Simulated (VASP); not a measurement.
# K (P6/mmm) in VASP: further runs, part 2 of 2

VASP 6.6.1. Earlier steps stand in the parts before.

## (3) Single point, PBE (volume scaled by 0.4, level accurate)

INCAR reads:

```
SYSTEM = K
ALGO     = Normal         ! electronic algorithm
EDIFF    = 1E-6           ! SCF threshold, eV
ENCUT    = 520            ! plane-wave cutoff, eV
GGA      = PE             ! functional
ISIF     = 2              ! what is computed and relaxed
ISMEAR   = -1             ! smearing method
LASPH    = .True.         ! aspherical terms in the spheres
LCHARG   = .False.        ! write CHGCAR
LREAL    = .False.        ! projectors in reciprocal space
LWAVE    = .False.        ! write WAVECAR
NBANDS   = 10             ! bands
NELM     = 60             ! most SCF steps
PREC     = Accurate       ! precision mode
SIGMA    = 0.08           ! smearing width, eV
```

KPOINTS reads:

```
k-points
0
Gamma
  10 10 9
  0 0 0
```

POSCAR reads:

```
K
1.0
    3.3526116708      0.0000000000      0.0000000000
   -1.6763058354      2.9034468759      0.0000000000
    0.0000000000      0.0000000000      3.1514549706
K
1
Direct
    0.0000000000      0.0000000000      0.0000000000
```

Potentials or basis: VASP PAW PBE potentials, release 64 (K_sv).

Launch:

```console
$ cat potpaw_PBE.64/K_sv/POTCAR > POTCAR
$ mpirun -np 1 vasp_std > vasp.out
```

OUTCAR:

```text
SYSTEM = K
   EDIFF = 1E-6
   ENCUT = 520
   GGA = PE
   ISIF = 2
   ISMEAR = -1
   LASPH = .True.
   LREAL = .False.
   NELM = 60
   PREC = Accurate

 ion  position               nearest neighbor table
   1  0.000  0.000  0.000-

  LATTYP: Found a hexagonal cell.
 ALAT       =     3.3526116708
 C/A-ratio  =     0.9400000000

  Lattice vectors:

 A1 = (   3.3526116708,   0.0000000000,   0.0000000000)
 A2 = (  -1.6763058354,   2.9034468759,   0.0000000000)
 A3 = (   0.0000000000,   0.0000000000,   3.1514549706)

Analysis of symmetry for initial positions (statically):
=====================================================================
 Subroutine PRICEL returns:
 Original cell was already a primitive cell.

 Routine SETGRP: Setting up the symmetry group for a
 hexagonal supercell.

 Subroutine GETGRP returns: Found 24 space group operations
 (whereof 24 operations were pure point group operations)
 out of a pool of 24 trial point group operations.

The static configuration has the point symmetry D_6h.

Analysis of symmetry for dynamics (positions and initial velocities):
=====================================================================
 Subroutine PRICEL returns:
 Original cell was already a primitive cell.

 Routine SETGRP: Setting up the symmetry group for a
 hexagonal supercell.

 Subroutine GETGRP returns: Found 24 space group operations
 (whereof 24 operations were pure point group operations)
 out of a pool of 24 trial point group operations.

The dynamic configuration has the point symmetry D_6h.

 Subroutine INISYM returns: Found 24 space group operations
 (whereof 24 operations are pure point group operations),
 and found     1 'primitive' translations

----------------------------------------------------------------------------------------

                                     Primitive cell

  volume of cell :      30.6767

  direct lattice vectors                    reciprocal lattice vectors
     3.352611671  0.000000000  0.000000000     0.298274927  0.172209109  0.000000000
    -1.676305835  2.903446876  0.000000000     0.000000000  0.344418218  0.000000000
     0.000000000  0.000000000  3.151454971     0.000000000  0.000000000  0.317313752

  length of vectors
     3.352611671  3.352611671  3.151454971     0.344418218  0.344418218  0.317313752

  position of ions in fractional coordinates (direct lattice)
     0.000000000  0.000000000  0.000000000

  ion indices of the primitive-cell ions
   primitive index   ion index
                 1           1

----------------------------------------------------------------------------------------

 KPOINTS: k-points

Automatic generation of k-mesh.
 Grid dimensions read from file:
 generate k-points for:   10   10    9

 Generating k-lattice:

  Cartesian coordinates                     Fractional coordinates (reciprocal lattice)
     0.029827493  0.017220911  0.000000000     0.100000000  0.000000000  0.000000000
     0.000000000  0.034441822  0.000000000     0.000000000  0.100000000  0.000000000
     0.000000000  0.000000000  0.035257084     0.000000000  0.000000000  0.111111111

  Length of vectors
     0.034441822  0.034441822  0.035257084

  Shift w.r.t. Gamma in fractional coordinates (k-lattice)
     0.000000000  0.000000000  0.000000000

 Subroutine IBZKPT returns following result:
 ===========================================

 Found     70 irreducible k-points:

 Following reciprocal coordinates:
            Coordinates               Weight
  0.000000  0.000000  0.000000      1.000000
  0.100000  0.000000  0.000000      6.000000
  0.200000  0.000000  0.000000      6.000000
  0.300000  0.000000  0.000000      6.000000
  0.400000 -0.000000  0.000000      6.000000
  0.500000 -0.000000  0.000000      3.000000
[... 16 lines left out ...]
  0.300000  0.100000  0.111111     24.000000
  0.400000  0.100000  0.111111     24.000000
 [... further k-points ...]
   k-points           NKPTS =     70   k-points in BZ     NKDIM =     70   number of bands    NBANDS=     10
   number of dos      NEDOS =    301   number of ions     NIONS =      1
   total plane-waves  NPLWV =  18816
   dimension x,y,z NGX =    28 NGY =   28 NGZ =   24
   dimension x,y,z NGXF=    56 NGYF=   56 NGZF=   48
   ions per type =               1
   NGX,Y,Z   is equivalent  to a cutoff of  13.88, 13.88, 12.66 a.u.
   NGXF,Y,Z  is equivalent  to a cutoff of  27.77, 27.77, 25.32 a.u.
 SYSTEM =  K
   PREC   = accura    normal or accurate (medium, high low for compatibility)
   ISTART =      0    job   : 0-new  1-cont  2-samecut
   ICHARG =      2    charge: 1-file 2-atom 10-const
   ISPIN  =      1    spin polarized calculation?
   LNONCOLLINEAR =      F non collinear calculations
   LSORBIT =      F    spin-orbit coupling
   LASPH  =      T    aspherical Exc in radial PAW
   ENCUT  =  520.0 eV  38.22 Ry    6.18 a.u.   6.23  6.23  5.86*2*pi/ulx,y,z
   NELM   =     60;   NELMIN=  2; NELMDL= -5     # of ELM steps
   EDIFF  = 0.1E-05   stopping-criterion for ELM
   LREAL  =      F    real-space projection
   EDIFFG = 0.1E-04   stopping-criterion for IOM
   NSW    =      0    number of steps for IOM
   IBRION =     -1    ionic relax: 0-MD 1-quasi-New 2-CG
   NFREE  =      0    steps in history (QN), initial steepest desc. (CG)
   ISIF   =      2    stress and relaxation
   ISYM   =      2    0-nonsym 1-usesym 2-fastsym
   POTIM  = 0.5000    time-step for ionic-motion
   TEBEG  =    0.0;   TEEND  =   0.0 temperature during run
   PSTRESS=    0.0 pullay stress
   NELECT =       9.0000    total number of electrons
   NUPDOWN=      -1.0000    fix difference up-down
   EMIN   =  10.00;   EMAX   =-10.00  energy-range for DOS
   EFERMI =   0.00;   METHOD = LEGACY
   ISMEAR =    -1;   SIGMA  =   0.08  broadening in eV -4-tet -1-fermi 0-gaus
   EFERMI_NEDOS =   21; number of points for ismear=-14 and -15
   IALGO  =     38    algorithm
   IMIX   =      4    mixing-type and parameters
     AMIX     =   0.40;   BMIX     =  1.00
     AMIX_MAG =   1.60;   BMIX_MAG =  1.00
  volume/ion in A,a.u.               =      30.68       207.02
  Fermi-wavevector in a.u.,A,eV,Ry     =   1.087810  2.055662 16.100181  1.183330
  Thomas-Fermi vector in A             =   2.223977
   LORBIT       =      0    0 simple, 1 ext, 2 COOP (PROOUT), +10 PAW based schemes
   GGA     = PE    functional components
   LHFCALC =     F    Hartree Fock is set to
   AEXX    =    0.0000 exact exchange contribution
   IVDW    =     0    specifies the selected vdW correction
   LEPSILON=     F    determine dielectric tensor
   LRPA    =     F    only Hartree local field effects (RPA)
 non-spin polarized calculation
  energy-cutoff  :      520.00
  volume of cell :       30.68
 maximum number of plane-waves:       851
 NGX is ok and might be reduce to    28

 number of electron       9.0000000 magnetization

 Free energy of the ion-electron system (eV)
  ---------------------------------------------------
  ext. energy  EPLUGINS =         0.00000000
  ---------------------------------------------------
  free energy    TOTEN  =         0.05806418 eV

  energy without entropy =        0.08687428  energy(sigma->0) =        0.07246923

 E-fermi :   2.9238     XC(G=0):  -8.3013

 val. band max:        2.9138645432   @ k =   0.5000  -0.0000   0.0000
 cond. band min:       2.9357836711   @ k =   0.2000   0.2000   0.3333
 fundamental gap:      0.0219191279
 Fermi energy:         2.9237725274

 k-point     1 :       0.0000    0.0000    0.0000
  band No.  band energies     occupation
      1     -29.6219      2.00000
      2     -12.5827      2.00000
      3     -12.5827      2.00000
      4     -12.5010      2.00000
      5      -0.3557      2.00000
      6       5.4248      0.00000
      7       7.5099      0.00000
      8       7.5099      0.00000
      9      11.6786      0.00000
     10      11.6786      0.00000
[... 287 lines left out ...]
 k-point    24 :       0.4000    0.1000    0.1111
  band No.  band energies     occupation
      1     -29.4363      2.00000
      2     -13.5976      2.00000
      3     -12.8671      2.00000
      4     -12.5070      2.00000
      5       3.1920      0.06757
      6       4.4257      0.00000
      7       6.3835      0.00000
      8       8.7241      0.00000
      9      10.0069      0.00000
     10      11.6992      0.00000

 [... further k-points ...]

------------------------ aborting loop because EDIFF is reached ----------------------------------------

  FORCE on cell =-STRESS in cart. coord.  units (eV):
  Direction    XX          YY          ZZ          XY          YZ          ZX
  --------------------------------------------------------------------------------------
  -------------------------------------------------------------------------------------
  Total        2.6756752      2.6756752      2.6223665      0.0000000      0.0000000      0.0000000
  in kB      139.7448264    139.7448264    136.9606238      0.0000000      0.0000000      0.0000000
  external PRESSURE =     138.8167589 kB  Pullay stress =       0.0000000 kB

 VOLUME and BASIS-vectors are now :
 -----------------------------------------------------------------------------
  energy-cutoff  :      520.00
  volume of cell :       30.68
      direct lattice vectors                 reciprocal lattice vectors
     3.352611671  0.000000000  0.000000000     0.298274927  0.172209109  0.000000000
    -1.676305835  2.903446876  0.000000000     0.000000000  0.344418218  0.000000000
     0.000000000  0.000000000  3.151454971     0.000000000  0.000000000  0.317313752

 POSITION                                       TOTAL-FORCE (eV/Angst)
 -----------------------------------------------------------------------------------
      0.00000      0.00000      0.00000         0.000000      0.000000      0.000000
 -----------------------------------------------------------------------------------
    total drift:                               -0.000000     -0.000000      0.000000

  FREE ENERGIE OF THE ION-ELECTRON SYSTEM (eV)
  ---------------------------------------------------
  free  energy   TOTEN  =         0.0580641828 eV

  energy  without entropy=        0.0868742787  energy(sigma->0) =        0.07246923
```

Wall time 29 s (1 thread of Intel Xeon 8259CL, shared host); peak memory 0.16 GiB.

Results:

```
Free energy : 0.0581 eV
Pressure    : 13.9 GPa
```

Levels at points of the mesh, in eV from the Fermi level:
```csv
k point,band 2,band 3,band 4,band 5,band 6,band 7,band 8,band 9
"(0.00, 0.00, 0.00)",-15.51,-15.51,-15.42,-3.28,2.50,4.59,4.59,8.75
"(0.50, 0.00, 0.00)",-16.60,-15.74,-15.30,-0.01,1.68,3.05,5.84,8.17
```

Caveat: the cell differs from its parent crystal (volume scaled by 0.4, level accurate).

## (4) Single point, PBE

This run uses another cell than the first one, of 38.35 Å³/atom, 1.250 times its volume.

INCAR reads:

```
SYSTEM = K
PREC     = Accurate       ! precision mode
ENCUT    = 520            ! plane-wave cutoff, eV
EDIFF    = 1E-7           ! SCF threshold, eV
ISMEAR   = -1             ! smearing method
SIGMA    = 0.08           ! smearing width, eV
LREAL    = .False.        ! projectors in reciprocal space
LASPH    = .True.         ! aspherical terms in the spheres
NELM     = 60             ! most SCF steps
ALGO     = Normal         ! electronic algorithm
ISIF     = 2              ! what is computed and relaxed
LWAVE    = .False.        ! write WAVECAR
LCHARG   = .False.        ! write CHGCAR
GGA      = PE             ! functional
NBANDS   = 10             ! bands
```

KPOINTS reads:

```
Automatic mesh
0
Gamma
  10 10 9
  0 0 0
```

POSCAR reads:

```
K
1.0
    3.6114914429      0.0000000000      0.0000000000
   -1.8057457214      3.1276433351      0.0000000000
    0.0000000000      0.0000000000      3.3948019563
K
1
Direct
    0.0000000000      0.0000000000      0.0000000000
```

Potentials or basis: VASP PAW PBE potentials, release 64 (K_sv).

Launch:

```console
$ cat potpaw_PBE.64/K_sv/POTCAR > POTCAR
$ mpirun -np 1 vasp_std > vasp.out
```

OUTCAR:

```text
SYSTEM = K
   PREC = Accurate
   ENCUT = 520
   EDIFF = 1E-7
   ISMEAR = -1
   LREAL = .False.
   LASPH = .True.
   NELM = 60
   ISIF = 2
   GGA = PE

 ion  position               nearest neighbor table
   1  0.000  0.000  0.000-

  LATTYP: Found a hexagonal cell.
 ALAT       =     3.6114914429
 C/A-ratio  =     0.9400000000

  Lattice vectors:

 A1 = (   3.6114914429,   0.0000000000,   0.0000000000)
 A2 = (  -1.8057457214,   3.1276433351,   0.0000000000)
 A3 = (   0.0000000000,   0.0000000000,   3.3948019563)

Analysis of symmetry for initial positions (statically):
[... 6 lines left out ...]

 Subroutine GETGRP returns: Found 24 space group operations
 (whereof 24 operations were pure point group operations)
 out of a pool of 24 trial point group operations.

The static configuration has the point symmetry D_6h.

Analysis of symmetry for dynamics (positions and initial velocities):
[... 6 lines left out ...]

 Subroutine GETGRP returns: Found 24 space group operations
 (whereof 24 operations were pure point group operations)
 out of a pool of 24 trial point group operations.

The dynamic configuration has the point symmetry D_6h.

[... 140 lines left out ...]
  free energy    TOTEN  =        -0.45217872 eV

  energy without entropy =       -0.43028347  energy(sigma->0) =       -0.44123110

 E-fermi :   1.9908     XC(G=0):  -7.5136

 val. band max:        1.9591115027   @ k =   0.1000   0.1000   0.4444
 cond. band min:       2.0112913839   @ k =   0.4000   0.1000   0.0000
 fundamental gap:      0.0521798812
 Fermi energy:         1.9908239732

 k-point     1 :       0.0000    0.0000    0.0000
  band No.  band energies     occupation
      1     -30.3704      2.00000
      2     -13.5833      2.00000
      3     -13.5833      2.00000
      4     -13.5396      2.00000
      5      -1.1656      2.00000
      6       4.6861      0.00000
      7       6.4875      0.00000
      8       6.4875      0.00000
      9       9.9764      0.00000
     10       9.9764      0.00000
[... 287 lines left out ...]
 k-point    24 :       0.4000    0.1000    0.1111
  band No.  band energies     occupation
      1     -30.2871      2.00000
      2     -14.1517      2.00000
      3     -13.7436      2.00000
      4     -13.5467      2.00000
      5       2.1560      0.22526
      6       3.1963      0.00000
      7       5.2655      0.00000
      8       7.3606      0.00000
      9       8.5000      0.00000
     10       9.9247      0.00000

 [... further k-points ...]
[... 5 lines left out ...]
  --------------------------------------------------------------------------------------
  -------------------------------------------------------------------------------------
  Total        1.8881206      1.8881206      1.8225306      0.0000000      0.0000000      0.0000000
  in kB       78.8900202     78.8900202     76.1495162      0.0000000      0.0000000      0.0000000
  external PRESSURE =      77.9765189 kB  Pullay stress =       0.0000000 kB

 VOLUME and BASIS-vectors are now :
 -----------------------------------------------------------------------------
  energy-cutoff  :      520.00
  volume of cell :       38.35
      direct lattice vectors                 reciprocal lattice vectors
     3.611491443  0.000000000  0.000000000     0.276893914  0.159864776  0.000000000
    -1.805745721  3.127643335  0.000000000     0.000000000  0.319729551  0.000000000
     0.000000000  0.000000000  3.394801956     0.000000000  0.000000000  0.294567993

 POSITION                                       TOTAL-FORCE (eV/Angst)
 -----------------------------------------------------------------------------------
      0.00000      0.00000      0.00000         0.000000      0.000000      0.000000
 -----------------------------------------------------------------------------------
    total drift:                               -0.000000     -0.000000     -0.000000

  FREE ENERGIE OF THE ION-ELECTRON SYSTEM (eV)
  ---------------------------------------------------
  free  energy   TOTEN  =        -0.4521787238 eV

  energy  without entropy=       -0.4302834737  energy(sigma->0) =       -0.44123110
```

stdout:

```text
POSCAR found type information on POSCAR K
 POSCAR found :  1 types and       1 ions
 scaLAPACK will be used
 LDA part: xc-table for (Slater+PW92), standard interpolation
 POSCAR, INCAR and KPOINTS ok, starting setup
 FFT: planning ... GRIDC
 FFT: planning ... GRID_SOFT
 FFT: planning ... GRID
 WAVECAR not read
 entering main loop
```

It took 39 s on 1 thread of Intel Xeon 8259CL, shared host; peak memory 0.16 GiB.

Results:

| Quantity | Value |
| --- | --- |
| Free energy | -0.4522 eV |
| Pressure | 7.8 GPa |

Stress tensor (GPa, compression positive):
```
7.89 0.00 0.00
0.00 7.89 0.00
0.00 0.00 7.61
```

Levels at points of the mesh, in eV from the Fermi level:
| k point | band 1 | band 2 | band 3 | band 4 | band 5 | band 6 | band 7 | band 8 | band 9 | band 10 |
| --- | --- | --- | --- | --- | --- | --- | --- | --- | --- | --- |
| (0.00, 0.00, 0.00) | -32.36 | -15.57 | -15.57 | -15.53 | -3.16 | 2.70 | 4.50 | 4.50 | 7.99 | 7.99 |
| (0.50, 0.00, 0.00) | -32.29 | -16.19 | -15.71 | -15.46 | 0.08 | 1.04 | 3.03 | 5.55 | 7.51 | 8.11 |

## (5) Single point, PBE

INCAR reads:

```
ALGO = Normal
EDIFF = 1E-6
ENCUT = 520
GGA = PE
ISIF = 2
ISMEAR = -1
LASPH = T
LCHARG = T
LELF = T
LREAL = F
LVHAR = T
LWAVE = F
NBANDS = 10
NELM = 80
PREC = Accurate
SIGMA = 0.08
```

KPOINTS reads:

```
k-points
0
Gamma
  10 10 9
```

POSCAR is that of step 4.

Launch:

```console
$ cat potpaw_PBE.64/K_sv/POTCAR > POTCAR
$ mpirun -np 1 vasp_std > vasp.out
```

Wall time 38 s (1 thread of Intel Xeon 8259CL, shared host); peak memory 0.17 GiB.

It converged, with:

```
Free energy : -0.4522 eV
Pressure    : 7.8 GPa
```

Stress tensor (GPa, compression positive):
```
7.88 0.00 0.00
0.00 7.88 0.00
0.00 0.00 7.61
```

Levels at points of the mesh, in eV from the Fermi level:
```csv
k point,band 2,band 3,band 4,band 5,band 6,band 7,band 8,band 9
"(0.00, 0.00, 0.00)",-15.57,-15.57,-15.53,-3.16,2.70,4.50,4.50,7.99
"(0.50, 0.00, 0.00)",-16.19,-15.71,-15.46,0.08,1.04,3.03,5.55,7.51
```
